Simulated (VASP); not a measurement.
# Al8Au3 in VASP: relaxation of the atoms with LDA

Aim: the relaxation of the atoms of Al8Au3 with LDA.

Program: VASP 6.6.1. These are calculated values, not measurements. Logs are shortened: lines on timing, memory, paths and dates and some standing lists are left out, and cuts for length are marked.

## 1. The cell of the first run

The cell holds a slab with vacuum, 11 atoms: a = 4.243 Å, b = 4.243 Å, c = 32.124 Å, α = 90.00°, β = 90.00°, γ = 120.00°.

## 2. Relaxation of the atoms, LDA

Input file INCAR:

```
PREC = Accurate
ENCUT = 520
EDIFF = 1E-6
ISMEAR = 0
SIGMA = 0.1
LREAL = False
LASPH = True
NELM = 60
ALGO = Normal
ISIF = 2
LWAVE = False
LCHARG = False
LDIPOL = True
IDIPOL = 3
DIPOL = 0.5 0.5 0.500
IBRION = 2
NSW = 60
EDIFFG = -0.04
KPAR = 4
```

Input file KPOINTS:

```
Automatic mesh
0
Gamma
  9 9 1
```

Input file POSCAR:

```
Al8Au3
1.0
    4.2426406900      0.0000000000      0.0000000000
   -2.1213203400      3.6742346100      0.0000000000
    0.0000000000      0.0000000000     32.1243554690
Al Au
8 3
Selective dynamics
Direct
    0.6666666700      0.3333333300      0.3112902922  F F F
    0.0000000000      0.0000000000      0.3652073502  F F F
    0.3333333300      0.6666666700      0.4191244083  F F F
    0.6666666700      0.3333333300      0.4730414663  F F F
    0.0000000000      0.0000000000      0.5269585337  T T T
    0.3333333300      0.6666666700      0.5808755917  T T T
    0.6666666700      0.3333333300      0.6347926498  T T T
    0.0000000000      0.0000000000      0.6887097078  T T T
    0.6666666700      0.3333333300      0.3921658839  F F F
    0.3333333300      0.6666666700      0.5000000000  T T T
    0.0000000000      0.0000000000      0.6078341161  T T T
```

Potentials or basis: VASP PAW LDA potentials, release 64 (Al, Au).

Started as:

```bash
> cat potpaw_LDA.64/Al/POTCAR potpaw_LDA.64/Au/POTCAR > POTCAR
> mpirun -np 4 vasp_std > vasp.out
```

OUTCAR:

```text
PREC = Accurate
   ENCUT = 520
   EDIFF = 1E-6
   ISMEAR = 0
   LREAL = False
   LASPH = True
   NELM = 60
   ISIF = 2
   IBRION = 2
   NSW = 60
   EDIFFG = -0.04

 ion  position               nearest neighbor table
   1  0.667  0.333  0.311-   9 2.60   2 3.00   2 3.00   2 3.00
   2  0.000  0.000  0.365-   9 2.60   9 2.60   9 2.60   1 3.00   3 3.00   1 3.00   3 3.00   1 3.00
                             3 3.00
   3  0.333  0.667  0.419-   9 2.60   9 2.60   9 2.60  10 2.60   4 3.00   2 3.00   4 3.00   2 3.00
                             2 3.00   4 3.00
   4  0.667  0.333  0.473-   9 2.60  10 2.60  10 2.60  10 2.60   3 3.00   3 3.00   3 3.00   5 3.00
                             5 3.00   5 3.00
   5  0.000  0.000  0.527-  11 2.60  10 2.60  10 2.60  10 2.60   6 3.00   6 3.00   6 3.00   4 3.00
                             4 3.00   4 3.00
   6  0.333  0.667  0.581-  11 2.60  11 2.60  11 2.60  10 2.60   5 3.00   7 3.00   7 3.00   5 3.00
                             5 3.00   7 3.00
   7  0.667  0.333  0.635-  11 2.60  11 2.60  11 2.60   8 3.00   6 3.00   6 3.00   8 3.00   8 3.00
                             6 3.00
   8  0.000  0.000  0.689-  11 2.60   7 3.00   7 3.00   7 3.00
   9  0.667  0.333  0.392-   4 2.60   3 2.60   3 2.60   3 2.60   2 2.60   1 2.60   2 2.60   2 2.60

  10  0.333  0.667  0.500-   4 2.60   5 2.60   4 2.60   6 2.60   3 2.60   5 2.60   5 2.60   4 2.60

  11  0.000  0.000  0.608-   5 2.60   6 2.60   6 2.60   6 2.60   7 2.60   8 2.60   7 2.60   7 2.60

  LATTYP: Found a hexagonal cell.
 ALAT       =     4.2426406900
 C/A-ratio  =     7.5717831927

  Lattice vectors:

 A1 = (   4.2426406900,   0.0000000000,   0.0000000000)
 A2 = (  -2.1213203400,   3.6742346100,   0.0000000000)
 A3 = (   0.0000000000,   0.0000000000,  32.1243554690)

Analysis of symmetry for initial positions (statically):
=====================================================================
 Subroutine PRICEL returns:
 Original cell was already a primitive cell.

 Routine SETGRP: Setting up the symmetry group for a
 hexagonal supercell.

 Subroutine GETGRP returns: Found 12 space group operations
 (whereof  6 operations were pure point group operations)
 out of a pool of 24 trial point group operations.

The static configuration has the point symmetry C_3v.
 The point group associated with its full space group is D_3d.

Analysis of symmetry for dynamics (positions and initial velocities):
=====================================================================
 Subroutine PRICEL returns:
 Original cell was already a primitive cell.

 Routine SETGRP: Setting up the symmetry group for a
 hexagonal supercell.

 Subroutine GETGRP returns: Found 12 space group operations
 (whereof  6 operations were pure point group operations)
 out of a pool of 24 trial point group operations.

The dynamic configuration has the point symmetry C_3v.
 The point group associated with its full space group is D_3d.

Analysis of constrained symmetry for selective dynamics:
=====================================================================
 Subroutine PRICEL returns:
 Original cell was already a primitive cell.

 Routine SETGRP: Setting up the symmetry group for a
 hexagonal supercell.

 Subroutine GETGRP returns: Found  6 space group operations
 (whereof  6 operations were pure point group operations)
 out of a pool of 24 trial point group operations.

The constrained configuration has the point symmetry C_3v.

 Subroutine INISYM returns: Found  6 space group operations
 (whereof  6 operations are pure point group operations),
 and found     1 'primitive' translations

----------------------------------------------------------------------------------------

                                     Primitive cell

  volume of cell :     500.7691

  direct lattice vectors                    reciprocal lattice vectors
     4.242640690  0.000000000  0.000000000     0.235702260  0.136082763  0.000000000
    -2.121320340  3.674234610  0.000000000     0.000000000  0.272165527  0.000000000
     0.000000000  0.000000000 32.124355469     0.000000000  0.000000000  0.031129029

  length of vectors
[... 91 lines left out ...]
   IBRION =      2    ionic relax: 0-MD 1-quasi-New 2-CG
   NFREE  =      1    steps in history (QN), initial steepest desc. (CG)
   ISIF   =      2    stress and relaxation
   ISYM   =      2    0-nonsym 1-usesym 2-fastsym
   POTIM  = 0.5000    time-step for ionic-motion
   TEBEG  =    0.0;   TEEND  =   0.0 temperature during run
   PSTRESS=    0.0 pullay stress
   NELECT =      57.0000    total number of electrons
   NUPDOWN=      -1.0000    fix difference up-down
   EMIN   =  10.00;   EMAX   =-10.00  energy-range for DOS
   EFERMI =   0.00;   METHOD = LEGACY
   ISMEAR =     0;   SIGMA  =   0.10  broadening in eV -4-tet -1-fermi 0-gaus
   EFERMI_NEDOS =   21; number of points for ismear=-14 and -15
   IALGO  =     38    algorithm
   IMIX   =      4    mixing-type and parameters
     AMIX     =   0.40;   BMIX     =  1.00
     AMIX_MAG =   1.60;   BMIX_MAG =  1.00
  volume/ion in A,a.u.               =      45.52       307.21
  Fermi-wavevector in a.u.,A,eV,Ry     =   0.793391  1.499292  8.564449  0.629469
  Thomas-Fermi vector in A             =   1.899317
   LORBIT       =      0    0 simple, 1 ext, 2 COOP (PROOUT), +10 PAW based schemes
   GGA     = CA    functional components
   LHFCALC =     F    Hartree Fock is set to
   AEXX    =    0.0000 exact exchange contribution
   IVDW    =     0    specifies the selected vdW correction
   LEPSILON=     F    determine dielectric tensor
   LRPA    =     F    only Hartree local field effects (RPA)
 conjugate gradient relaxation of ions
 non-spin polarized calculation
 Gauss-broadening in eV      SIGMA  =   0.10
  energy-cutoff  :      520.00
  volume of cell :      500.77
 maximum number of plane-waves:     13590
 NGX is ok and might be reduce to    32
   NGX = 15   NGY = 15   NGZ =119

--------------------------------------- Ionic step        1  -------------------------------------------

 number of electron      57.0000002 magnetization

 Free energy of the ion-electron system (eV)
  ---------------------------------------------------
  ext. energy  EPLUGINS =         0.00000000
  ---------------------------------------------------
  free energy    TOTEN  =       -47.20067555 eV

  energy without entropy =      -47.17080870  energy(sigma->0) =      -47.18574212

------------------------ aborting loop because EDIFF is reached ----------------------------------------

  FORCE on cell =-STRESS in cart. coord.  units (eV):
  Direction    XX          YY          ZZ          XY          YZ          ZX
  --------------------------------------------------------------------------------------
  -------------------------------------------------------------------------------------
  Total       -4.8093796     -4.8093796     -2.2320848     -0.0000000     -0.0000000      0.0000000
  in kB      -15.3872879    -15.3872878     -7.1414058     -0.0000000     -0.0000000      0.0000000
  external PRESSURE =     -12.6386605 kB  Pullay stress =       0.0000000 kB
[... 71 lines left out ...]
  FREE ENERGIE OF THE ION-ELECTRON SYSTEM (eV)
  ---------------------------------------------------
  free  energy   TOTEN  =       -47.2170074113 eV

  energy  without entropy=      -47.1880600443  energy(sigma->0) =      -47.20253373

 dipolmoment           0.000000      0.000000      0.004911 electrons x Angstroem

--------------------------------------- Ionic step        3  -------------------------------------------

 number of electron      57.0000002 magnetization

------------------------ aborting loop because EDIFF is reached ----------------------------------------
[... 34 lines left out ...]
  FREE ENERGIE OF THE ION-ELECTRON SYSTEM (eV)
  ---------------------------------------------------
  free  energy   TOTEN  =       -47.2386032374 eV

  energy  without entropy=      -47.2125738254  energy(sigma->0) =      -47.22558853

[... ionic steps 4 to 8 ...]

--------------------------------------- Ionic step        9  -------------------------------------------

 number of electron      57.0000002 magnetization

------------------------ aborting loop because EDIFF is reached ----------------------------------------

 vacuum level on the upper side and lower side of the slab       (xc-potential included)        -0.114         0.043

  FORCE on cell =-STRESS in cart. coord.  units (eV):
  Direction    XX          YY          ZZ          XY          YZ          ZX
  --------------------------------------------------------------------------------------
  -------------------------------------------------------------------------------------
  Total       -4.5763408     -4.5763408     -1.2146265     -0.0000000      0.0000000     -0.0000000
  in kB      -14.6416959    -14.6416958     -3.8861161     -0.0000000      0.0000000     -0.0000000
  external PRESSURE =     -11.0565026 kB  Pullay stress =       0.0000000 kB
[... 77 lines left out ...]
--------------------------------------- Ionic step       11  -------------------------------------------

 number of electron      57.0000000 magnetization

 dipolmoment           0.000000      0.000000     -0.011219 electrons x Angstroem

 Free energy of the ion-electron system (eV)
  ---------------------------------------------------
  ext. energy  EPLUGINS =         0.00000000
  ---------------------------------------------------
  free energy    TOTEN  =       -47.25779910 eV

  energy without entropy =      -47.22840647  energy(sigma->0) =      -47.24310278

 E-fermi :   0.2250     XC(G=0):  -4.9270

 val. band max:        0.2168607109   @ k =   0.2222   0.2222   0.0000
 cond. band min:       0.2600754897   @ k =   0.1111   0.0000   0.0000
 fundamental gap:      0.0432147788
 Fermi energy:         0.2249551969

 k-point     1 :       0.0000    0.0000    0.0000
  band No.  band energies     occupation
      1     -10.2475      2.00000
      2      -9.5545      2.00000
      3      -8.8122      2.00000
      4      -6.7903      2.00000
      5      -6.6455      2.00000
      6      -6.5836      2.00000
[... 433 lines left out ...]
     33       0.8942      0.00000
     34       2.9592      0.00000

------------------------ aborting loop because EDIFF is reached ----------------------------------------

 vacuum level on the upper side and lower side of the slab       (xc-potential included)        -0.211        -0.082

  FORCE on cell =-STRESS in cart. coord.  units (eV):
  Direction    XX          YY          ZZ          XY          YZ          ZX
  --------------------------------------------------------------------------------------
  -------------------------------------------------------------------------------------
  Total       -4.4791737     -4.4791737     -0.9876311     -0.0000000     -0.0000000      0.0000000
  in kB      -14.3308162    -14.3308162     -3.1598595     -0.0000000     -0.0000000      0.0000000
  external PRESSURE =     -10.6071639 kB  Pullay stress =       0.0000000 kB
[... 26 lines left out ...]
  FREE ENERGIE OF THE ION-ELECTRON SYSTEM (eV)
  ---------------------------------------------------
  free  energy   TOTEN  =       -47.2577990954 eV

  energy  without entropy=      -47.2284064654  energy(sigma->0) =      -47.24310278

 reached required accuracy - stopping structural energy minimisation

 vacuum level on the upper side and lower side of the slab         4.665         4.795
```

Run time: 6.8 min. Hardware: 4 MPI ranks of AMD EPYC 7R43 (Zen 3), shared host; peak memory 0.55 GiB.

Results:

| Quantity | Value |
| --- | --- |
| Free energy | -47.2578 eV |
| Energy gained by relaxing | 5.2 meV/atom |
| Ionic steps | 11 |
| Band gap on the k mesh | zero (an odd number of electrons rules out a gap without spin polarisation) |

The path:
```
step  energy change (eV)  largest force on free atoms (eV/Å)  pressure (GPa)
   1              0.0000                              0.4378           -1.26
   2             -0.0163                              0.2836           -1.26
   3             -0.0379                              0.2667           -1.21
   4             -0.0487                              0.1807           -1.19
   5             -0.0528                              0.0993           -1.15
   6             -0.0545                              0.0615           -1.14
   7             -0.0553                              0.0446           -1.12
   8             -0.0553                              0.0472           -1.12
   9             -0.0558                              0.0442           -1.11
  10             -0.0567                              0.0534           -1.07
  11             -0.0571                              0.0319           -1.06
```

Final structure:
```
Al Au
1.0
     4.24264    0.00000    0.00000
    -2.12132    3.67423    0.00000
     0.00000    0.00000   32.12436
Al Au
8 3
Cartesian
  2.1213 1.2247 10.0000
  0.0000 0.0000 11.7321
  0.0000 2.4495 13.4641
  2.1213 1.2247 15.1962
  0.0000 0.0000 16.8631
  0.0000 2.4495 18.6710
  2.1213 1.2247 20.4681
  0.0000 0.0000 21.9831
  2.1213 1.2247 12.5981
  0.0000 2.4495 16.0475
  0.0000 0.0000 19.4161
```

Levels at points of the mesh, in eV from the Fermi level:
| k point | band 27 | band 28 | band 29 | band 30 | band 31 | band 32 |
| --- | --- | --- | --- | --- | --- | --- |
| (0.00, 0.00, 0.00) | 1.08 | 1.94 | 1.94 | 2.32 | 2.47 | 2.74 |

Caveat: spin-orbit coupling is left out, which moves the levels of the heavy elements.

The gap in the log of VASP goes by the Fermi energy; the results here count the filled bands.